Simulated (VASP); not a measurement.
Write the native input for VASP 6.6.1 that does the following.

```
Task                   : single point
Functional             : r2SCAN
Potentials or basis    : VASP PAW PBE potentials, release 64 (Ti_sv, O)
Cutoff                 : 520 eV
k mesh                 : 6 × 6 × 9
Occupations            : fermi-dirac, width 0.05 eV
Spin                   : no spin polarisation
Dipole correction      : no
Further INCAR settings : ALGO = Normal; EDIFF = 1e-06; NBANDS = 33
```

TiO2:

```
CELL_PARAMETERS angstrom
4.69005 0.00000 0.00000
0.00000 4.69005 0.00000
0.00000 0.00000 3.01725
ATOMIC_POSITIONS crystal
Ti 0.00000 0.00000 0.50000
Ti 0.50000 0.50000 0.00000
O 0.30432 0.30432 0.50000
O 0.19568 0.80432 0.00000
O 0.80432 0.19568 0.00000
O 0.69568 0.69568 0.50000
```

These files were run (other wordings do the same):

POSCAR

```
TiO2
1.0
    4.6900531165      0.0000000000      0.0000000000
    0.0000000000      4.6900531165      0.0000000000
    0.0000000000      0.0000000000      3.0172520901
Ti O
2 4
Direct
    0.0000000000      0.0000000000      0.5000000000
    0.5000000000      0.5000000000      0.0000000000
    0.3043213200      0.3043213200      0.5000000000
    0.1956786800      0.8043213200      0.0000000000
    0.8043213200      0.1956786800      0.0000000000
    0.6956786800      0.6956786800      0.5000000000
```

INCAR.step1

```
PREC = Accurate ; ENCUT = 520
ISMEAR = -1 ; SIGMA = 0.05
LREAL = F ; LASPH = T
NELM = 60 ; NBANDS = 33
GGA = PE ; ALGO = Normal
EDIFF = 1E-4 ; LWAVE = T
LCHARG = F
```

INCAR.step2

```
PREC = Accurate ; ENCUT = 520
EDIFF = 1E-6 ; ISMEAR = -1
SIGMA = 0.05 ; LREAL = F
LASPH = T ; NELM = 60
ALGO = Normal ; ISIF = 2
LWAVE = F ; LCHARG = F
METAGGA = R2SCAN ; LMIXTAU = T
NBANDS = 33 ; ISTART = 1
```

KPOINTS

```
Automatic mesh
0
Gamma
  6 6 9
```

Potentials or basis: VASP PAW PBE potentials, release 64 (Ti_sv, O).

The run is started by

```bash
$ cat potpaw_PBE.64/Ti_sv/POTCAR potpaw_PBE.64/O/POTCAR > POTCAR
$ cp INCAR.step1 INCAR
$ mpirun -np 1 vasp_std > vasp.out
$ cp INCAR.step2 INCAR
$ mpirun -np 1 vasp_std > vasp.out
```

It gave:

```
Pressure               : -12.7 GPa
Largest force          : 0.289 eV/Å
Band gap on the k mesh : 2.05 eV
```

Caveat: the cell stands under tension; the PAW data sets were made with another functional, which shifts forces and pressure a little.

Run time: 4.1 min on 1 thread of Intel(R) Xeon(R) Platinum 8488C (Sapphire Rapids), with other jobs on the host, peak memory 0.23 GiB.
